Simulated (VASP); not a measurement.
Input of a VASP 6.6.1 run:

POSCAR

```
K
1.0
    4.1919024040      0.0000000000      0.0000000000
    0.0000000000      4.3104394900      0.0000000000
    0.0000000000      0.0000000000      4.3104394900
K
1
Direct
    0.0000000000      0.0000000000      0.0000000000
```

The input INCAR.step1:

```
PREC = Accurate ; ENCUT = 520
ISMEAR = 0 ; SIGMA = 0.15
LREAL = F ; LASPH = T
NELM = 60 ; NBANDS = 10
GGA = PE ; ALGO = Normal
EDIFF = 1E-4 ; LWAVE = T
LCHARG = F
```

The input INCAR.step2:

```
PREC = Accurate ; ENCUT = 520
EDIFF = 1E-6 ; ISMEAR = 0
SIGMA = 0.15 ; LREAL = F
LASPH = T ; NELM = 60
ALGO = Normal ; ISIF = 2
LWAVE = F ; LCHARG = T
METAGGA = R2SCAN ; LMIXTAU = T
LELF = T ; LVHAR = T
NBANDS = 10 ; ISTART = 1
```

File KPOINTS:

```
regular mesh
0
Gamma
  10 10 10
```

Potentials or basis: VASP PAW PBE potentials, release 64 (K_sv).

Command:

```sh
$ cat potpaw_PBE.64/K_sv/POTCAR > POTCAR
$ cp INCAR.step1 INCAR
$ mpirun -np 1 vasp_std > vasp.out
$ cp INCAR.step2 INCAR
$ mpirun -np 1 vasp_std > vasp.out
```

(1) What does it give for the band gap on the k mesh?

(2) What does it give for the pressure?

Answers

(1) zero (an odd number of electrons rules out a gap without spin polarisation).

(2) 0.1 GPa.

Caveat: the cell differs from its parent crystal (normal strain along x -0.0275, normal strain along z +0.0000); the PAW data sets were made with another functional, which shifts forces and pressure a little.
